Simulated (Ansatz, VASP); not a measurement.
**Sn3C in VASP and in Ansatz**

```
Sn C
1.0
    -2.83996    2.83996    2.83996
     2.83996   -2.83996    2.83996
     2.83996    2.83996   -2.83996
Sn C
3 1
Direct
  0.00000 0.50000 0.50000
  0.50000 0.00000 0.50000
  0.50000 0.50000 0.00000
  0.00000 0.00000 0.00000
```

Alike in both runs: functional PBE; k mesh 12 × 12 × 12; occupations gaussian, width 0.1 eV; no spin polarisation.

Ansatz relaxed the structure, and its values are those at the end. VASP's run is a single point on that final structure, the one shown.

```csv
,VASP,Ansatz
version,VASP 6.6.1,Ansatz 0.2.0
potentials or method,"VASP PAW PBE potentials, release 64 (Sn_d, C), cutoff 520 eV","scalar-relativistic, plane waves, PAW"
valence electrons in the cell,46,46
```

|  | VASP | Ansatz | Ansatz less VASP |
| --- | --- | --- | --- |
| gap on the k mesh at the Fermi level (eV) | none | none | - |
| pressure (GPa) | -0.1 | 0.0 | +0.06 |

A gap of «none» marks a metal or a gap that the smearing closes. The functional is the same, so the differences come from potentials, cutoffs and numerics.
